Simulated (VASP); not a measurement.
# CsVBr3 (P6_3/mmc) in VASP: single point with LDA+U

Aim: the single point of CsVBr3 with LDA+U.

All numbers are computed with VASP 6.6.1; they aren't measurements. Logs are shortened: lines on timing, memory, paths and dates and some standing lists are left out, and cuts for length are marked.

## 1. The cell of the first run

The structure is hexagonal, space group P6_3/mmc (No. 194). The conventional cell has a = 7.570 Å, b = 7.570 Å, c = 6.320 Å, α = 90.00°, β = 90.00°, γ = 120.00°. Cs (site symmetry -6m2) has 12 Br at 3.79 to 3.89 Å and 6 V at 4.65 Å within 5.0 Å. Within 3.5 Å of V (site symmetry -3m) lie 6 Br at 2.63 Å and 2 V at 3.16 Å. Within 4.0 Å of Br (site symmetry mm2) lie 2 V at 2.63 Å and 8 Br at 3.63 to 3.94 Å and 4 Cs at 3.79 to 3.89 Å.

## 2. Single point, LDA+U, collinear spin, antiferromagnetic start

File INCAR:

```
ALGO     = Normal         # electronic algorithm
EDIFF    = 1E-6           # SCF threshold, eV
ENCUT    = 520            # plane-wave cutoff, eV
GGA      = CA             # functional
ISIF     = 2              # what is computed and relaxed
ISMEAR   = 0              # smearing method
ISPIN    = 2              # spin polarisation
LASPH    = True           # aspherical terms in the spheres
LCHARG   = False          # write CHGCAR
LDAU     = True           # DFT+U
LDAUJ    = 0 0 0        
LDAUL    = -1 2 -1        # shell
LDAUPRINT= 1            
LDAUTYPE = 2            
LDAUU    = 0 4 0          # U, eV
LMAXMIX  = 4              # l up to which the mixer works
LORBIT   = 11             # projections on sites
LREAL    = False          # projectors in reciprocal space
LWAVE    = False          # write WAVECAR
MAGMOM   = 0 0 1.02 -1.02 0 0 0 0 0 0 # initial moments
NBANDS   = 58             # bands
NELM     = 150            # most SCF steps
PREC     = Accurate       # precision mode
SIGMA    = 0.05           # smearing width, eV
```

File KPOINTS:

```
k-points
0
Gamma
  3 3 3
```

File POSCAR:

```
CsVBr3
1.0
    7.5699989100      0.0000000000      0.0000000000
   -3.7849994500      6.5558113600      0.0000000000
    0.0000000000      0.0000000000      6.3199999200
Cs V Br
2 2 6
Direct
    0.3333333333      0.6666666667      0.7500000000
    0.6666666667      0.3333333333      0.2500000000
    0.0000000000      0.0000000000      0.0000000000
    0.0000000000      0.0000000000      0.5000000000
    0.1600000000      0.3200000000      0.2500000000
    0.8400000000      0.1600000000      0.7500000000
    0.6800000000      0.8400000000      0.2500000000
    0.8400000000      0.6800000000      0.7500000000
    0.1600000000      0.8400000000      0.2500000000
    0.3200000000      0.1600000000      0.7500000000
```

Potentials or basis: VASP PAW LDA potentials, release 64 (Cs_sv, V_sv, Br).

On the command line:

```sh
cat potpaw_LDA.64/Cs_sv/POTCAR potpaw_LDA.64/V_sv/POTCAR potpaw_LDA.64/Br/POTCAR > POTCAR
mpirun -np 1 vasp_std > vasp.out
```

OUTCAR:

```text
EDIFF = 1E-6
   ENCUT = 520
   GGA = CA
   ISIF = 2
   ISMEAR = 0
   ISPIN = 2
   LASPH = True
   LORBIT = 11
   LREAL = False
   NELM = 150
   PREC = Accurate

 ion  position               nearest neighbor table
   1  0.333  0.667  0.750-
   2  0.667  0.333  0.250-
   3  0.000  0.000  0.000-   6 2.63   9 2.63   8 2.63   5 2.63   7 2.63  10 2.63
   4  0.000  0.000  0.500-   6 2.63   9 2.63   8 2.63   5 2.63   7 2.63  10 2.63
   5  0.160  0.320  0.250-   3 2.63   4 2.63
   6  0.840  0.160  0.750-   3 2.63   4 2.63
   7  0.680  0.840  0.250-   3 2.63   4 2.63
   8  0.840  0.680  0.750-   3 2.63   4 2.63
   9  0.160  0.840  0.250-   3 2.63   4 2.63
  10  0.320  0.160  0.750-   3 2.63   4 2.63

  LATTYP: Found a hexagonal cell.
 ALAT       =     7.5699989100
 C/A-ratio  =     0.8348746143

  Lattice vectors:

 A1 = (   7.5699989100,   0.0000000000,   0.0000000000)
 A2 = (  -3.7849994500,   6.5558113600,   0.0000000000)
 A3 = (   0.0000000000,   0.0000000000,   6.3199999200)

Analysis of symmetry for initial positions (statically):
=====================================================================
 Subroutine PRICEL returns:
 Original cell was already a primitive cell.

 Routine SETGRP: Setting up the symmetry group for a
 hexagonal supercell.

 Subroutine GETGRP returns: Found 24 space group operations
 (whereof 12 operations were pure point group operations)
 out of a pool of 24 trial point group operations.

The static configuration has the point symmetry D_3d.
 The point group associated with its full space group is D_6h.

Analysis of symmetry for dynamics (positions and initial velocities):
=====================================================================
 Subroutine PRICEL returns:
 Original cell was already a primitive cell.

 Routine SETGRP: Setting up the symmetry group for a
 hexagonal supercell.

 Subroutine GETGRP returns: Found 24 space group operations
 (whereof 12 operations were pure point group operations)
 out of a pool of 24 trial point group operations.

The dynamic configuration has the point symmetry D_3d.
 The point group associated with its full space group is D_6h.

Analysis of structural, dynamic, and magnetic symmetry:
=====================================================================
 Subroutine PRICEL returns:
 Original cell was already a primitive cell.

 Routine SETGRP: Setting up the symmetry group for a
 hexagonal supercell.

 Subroutine GETGRP returns: Found 24 space group operations
 (whereof 12 operations were pure point group operations)
 out of a pool of 24 trial point group operations.

The overall configuration has the point symmetry D_3d.
 The point group associated with its full space group is D_6h.

 Subroutine INISYM returns: Found 24 space group operations
 (whereof 12 operations are pure point group operations),
 and found     1 'primitive' translations

----------------------------------------------------------------------------------------

                                     Primitive cell

  volume of cell :     313.6457

  direct lattice vectors                    reciprocal lattice vectors
     7.569998910  0.000000000  0.000000000     0.132100415  0.076268210  0.000000000
    -3.784999450  6.555811360  0.000000000     0.000000000  0.152536421  0.000000000
     0.000000000  0.000000000  6.319999920     0.000000000  0.000000000  0.158227850

  length of vectors
     7.569998910  7.569998905  6.319999920     0.152536421  0.152536421  0.158227850
[... 152 lines left out ...]
  o =  0.8811  v =  0.4179 -0.4987 -0.0000  0.2985 -0.6982  0.0000  0.0000  0.0000  0.0000  0.0000      0.0000  0.0000  0.0000  0.0000  0.0000  0.0000  0.0000  0.0000  0.0000  0.0000
  o =  0.8811  v =  0.6982  0.2985 -0.0000  0.4987  0.4179  0.0000  0.0000  0.0000  0.0000  0.0000      0.0000  0.0000  0.0000  0.0000  0.0000  0.0000  0.0000  0.0000  0.0000  0.0000

atom =   4  type =  2  l = 2

 onsite density matrix

spin component  1

  0.0373 -0.0000 -0.0000  0.0323 -0.0000
 -0.0000  0.0638 -0.0000  0.0000  0.0323
 -0.0000 -0.0000  0.0299 -0.0000 -0.0000
  0.0323  0.0000 -0.0000  0.0638  0.0000
 -0.0000  0.0323 -0.0000  0.0000  0.0373

spin component  2

  0.6259  0.0000 -0.0000 -0.3573 -0.0000
  0.0000  0.3808  0.0000  0.0000 -0.3573
 -0.0000  0.0000  0.8485  0.0000 -0.0000
 -0.3573  0.0000  0.0000  0.3808 -0.0000
 -0.0000 -0.3573 -0.0000 -0.0000  0.6259

 occupancies and eigenvectors

  o =  0.0156  v =  0.4266  0.4777  0.0000 -0.2859 -0.7128  0.0000  0.0000  0.0000  0.0000  0.0000      0.0000  0.0000  0.0000  0.0000  0.0000  0.0000  0.0000  0.0000  0.0000  0.0000
  o =  0.0156  v =  0.7128 -0.2859  0.0000 -0.4777  0.4266  0.0000  0.0000  0.0000  0.0000  0.0000      0.0000  0.0000  0.0000  0.0000  0.0000  0.0000  0.0000  0.0000  0.0000  0.0000
  o =  0.0299  v =  0.0000 -0.0000 -1.0000 -0.0000  0.0000  0.0000  0.0000  0.0000  0.0000  0.0000      0.0000  0.0000  0.0000  0.0000  0.0000  0.0000  0.0000  0.0000  0.0000  0.0000
  o =  0.0855  v =  0.2859 -0.7128 -0.0000  0.4266 -0.4777  0.0000  0.0000  0.0000  0.0000  0.0000      0.0000  0.0000  0.0000  0.0000  0.0000  0.0000  0.0000  0.0000  0.0000  0.0000
  o =  0.0855  v = -0.4777 -0.4266  0.0000 -0.7128 -0.2859  0.0000  0.0000  0.0000  0.0000  0.0000      0.0000  0.0000  0.0000  0.0000  0.0000  0.0000  0.0000  0.0000  0.0000  0.0000
  o =  0.1256  v =  0.0000  0.0000  0.0000  0.0000  0.0000  0.2985 -0.6982  0.0000  0.4179 -0.4987      0.0000  0.0000  0.0000  0.0000  0.0000  0.0000  0.0000  0.0000  0.0000  0.0000
  o =  0.1256  v =  0.0000  0.0000  0.0000  0.0000  0.0000 -0.4987 -0.4179 -0.0000 -0.6982 -0.2985      0.0000  0.0000  0.0000  0.0000  0.0000  0.0000  0.0000  0.0000  0.0000  0.0000
  o =  0.8485  v =  0.0000  0.0000  0.0000  0.0000  0.0000 -0.0000  0.0000 -1.0000  0.0000 -0.0000      0.0000  0.0000  0.0000  0.0000  0.0000  0.0000  0.0000  0.0000  0.0000  0.0000
  o =  0.8811  v =  0.0000  0.0000  0.0000  0.0000  0.0000  0.4179  0.4987 -0.0000 -0.2985 -0.6982      0.0000  0.0000  0.0000  0.0000  0.0000  0.0000  0.0000  0.0000  0.0000  0.0000
  o =  0.8811  v =  0.0000  0.0000  0.0000  0.0000  0.0000  0.6982 -0.2985 -0.0000 -0.4987  0.4179      0.0000  0.0000  0.0000  0.0000  0.0000  0.0000  0.0000  0.0000  0.0000  0.0000

 number of electron      85.9999993 magnetization      -0.0000000

 Free energy of the ion-electron system (eV)
  ---------------------------------------------------
  ext. energy  EPLUGINS =         0.00000000
  ---------------------------------------------------
  free energy    TOTEN  =       -43.01827947 eV

  energy without entropy =      -43.01827947  energy(sigma->0) =      -43.01827947

 E-fermi :   1.7693     XC(G=0):  -8.8680

 val. band max:        1.5022936458   @ k =   0.3333   0.3333   0.3333
 cond. band min:       4.8433741299   @ k =   0.3333   0.0000   0.3333
 fundamental gap:      3.3410804841
 Fermi energy:         1.7692674142

 spin component 1

 k-point     1 :       0.0000    0.0000    0.0000
  band No.  band energies     occupation
      1     -61.4367      1.00000
      2     -59.0274      1.00000
      3     -35.7643      1.00000
      4     -35.7225      1.00000
      5     -35.7225      1.00000
      6     -33.4327      1.00000
[... 337 lines left out ...]
     54       7.4077      0.00000
     55       7.7047      0.00000
 Fermi energy:         1.7692674142

 spin component 2

 k-point     1 :       0.0000    0.0000    0.0000
  band No.  band energies     occupation
      1     -61.4367      1.00000
      2     -59.0274      1.00000
      3     -35.7643      1.00000
      4     -35.7225      1.00000
      5     -35.7225      1.00000
      6     -33.4327      1.00000
[... 337 lines left out ...]
     54       7.4077      0.00000
     55       7.7047      0.00000
 [bands above 55 left out]

------------------------ aborting loop because EDIFF is reached ----------------------------------------

  FORCE on cell =-STRESS in cart. coord.  units (eV):
  Direction    XX          YY          ZZ          XY          YZ          ZX
  --------------------------------------------------------------------------------------
  -------------------------------------------------------------------------------------
  Total       -2.2820721     -2.2820721     -2.1517378     -0.0000000      0.0000000     -0.0000000
  in kB      -11.6573704    -11.6573704    -10.9915920     -0.0000000      0.0000000     -0.0000000
  external PRESSURE =     -11.4354443 kB  Pullay stress =       0.0000000 kB

 VOLUME and BASIS-vectors are now :
 -----------------------------------------------------------------------------
  energy-cutoff  :      520.00
  volume of cell :      313.65
      direct lattice vectors                 reciprocal lattice vectors
     7.569998910  0.000000000  0.000000000     0.132100415  0.076268210  0.000000000
    -3.784999450  6.555811360  0.000000000     0.000000000  0.152536421  0.000000000
     0.000000000  0.000000000  6.319999920     0.000000000  0.000000000  0.158227850

 POSITION                                       TOTAL-FORCE (eV/Angst)
 -----------------------------------------------------------------------------------
      0.00000      4.37054      4.74000         0.000000      0.000000     -0.000000
      3.78500      2.18527      1.58000         0.000000      0.000000     -0.000000
      0.00000      0.00000      0.00000         0.000000      0.000000      0.000000
      0.00000      0.00000      3.16000         0.000000      0.000000      0.000000
      0.00000      2.09786      1.58000         0.000000      0.062226     -0.000000
      5.75320      1.04893      4.74000        -0.053889      0.031113      0.000000
      1.96820      5.50688      1.58000        -0.053889     -0.031113      0.000000
      3.78500      4.45795      4.74000        -0.000000     -0.062226      0.000000
     -1.96820      5.50688      1.58000         0.053889     -0.031113      0.000000
      1.81680      1.04893      4.74000         0.053889      0.031113     -0.000000
 -----------------------------------------------------------------------------------
    total drift:                               -0.000000      0.000000      0.000000

  FREE ENERGIE OF THE ION-ELECTRON SYSTEM (eV)
  ---------------------------------------------------
  free  energy   TOTEN  =       -43.0182794725 eV

  energy  without entropy=      -43.0182794725  energy(sigma->0) =      -43.01827947

 total charge

# of ion       s       p       d       tot
------------------------------------------
    1        1.826   4.682   0.025   6.533
    2        1.826   4.682   0.025   6.533
    3        2.167   6.114   3.073  11.354
    4        2.167   6.114   3.073  11.354
    5        1.606   3.276   0.015   4.896
    6        1.606   3.276   0.015   4.896
    7        1.606   3.276   0.015   4.896
    8        1.606   3.276   0.015   4.896
    9        1.606   3.276   0.015   4.896
   10        1.606   3.276   0.015   4.896
--------------------------------------------------
tot         17.621  41.244   6.284  65.148

 magnetization (x)

# of ion       s       p       d       tot
------------------------------------------
    1        0.000   0.000   0.000   0.000
    2        0.000   0.000   0.000   0.000
    3        0.017   0.014   2.618   2.649
    4       -0.017  -0.014  -2.618  -2.649
    5        0.000   0.000   0.000   0.000
    6        0.000   0.000   0.000   0.000
    7        0.000   0.000   0.000   0.000
    8        0.000   0.000   0.000   0.000
    9        0.000   0.000   0.000   0.000
   10        0.000   0.000   0.000   0.000
--------------------------------------------------
tot          0.000   0.000   0.000   0.000
```

It took 5.8 min on 1 thread of Intel Xeon 8259CL, shared host; peak memory 0.43 GiB.

What came out:

* Free energy: -43.0183 eV
* Pressure: -1.1 GPa
* Largest force: 0.062 eV/Å
* Band gap on the k mesh: 3.34 eV (least direct gap 3.38 eV)
* Net moment: 0.00 μB per cell
* Site moments: Cs +0.00; V +2.65, -2.65; Br +0.00 μB
* Valence electrons inside the program's atomic spheres: Cs 6.53; V 11.35; Br 4.90

Forces on the atoms (eV/Å):
```
Cs   0.000  0.000  0.000
Cs   0.000  0.000  0.000
V    0.000  0.000  0.000
V    0.000  0.000  0.000
Br   0.000  0.062  0.000
Br  -0.054  0.031  0.000
Br  -0.054 -0.031  0.000
Br   0.000 -0.062  0.000
Br   0.054 -0.031  0.000
Br   0.054  0.031  0.000
```

Eigenvalues of the final occupation matrices:
| site | spin | trace | eigenvalues |
| --- | --- | --- | --- |
| site 3 d | 1 | 2.86 | 0.13 0.13 0.85 0.88 0.88 |
| site 3 d | 2 | 0.23 | 0.02 0.02 0.03 0.09 0.09 |
| site 4 d | 1 | 0.23 | 0.02 0.02 0.03 0.09 0.09 |
| site 4 d | 2 | 2.86 | 0.13 0.13 0.85 0.88 0.88 |

Caveat: spin-orbit coupling is left out, which moves the levels of the heavy elements. The state reached can hang on the start; a lower one may exist.
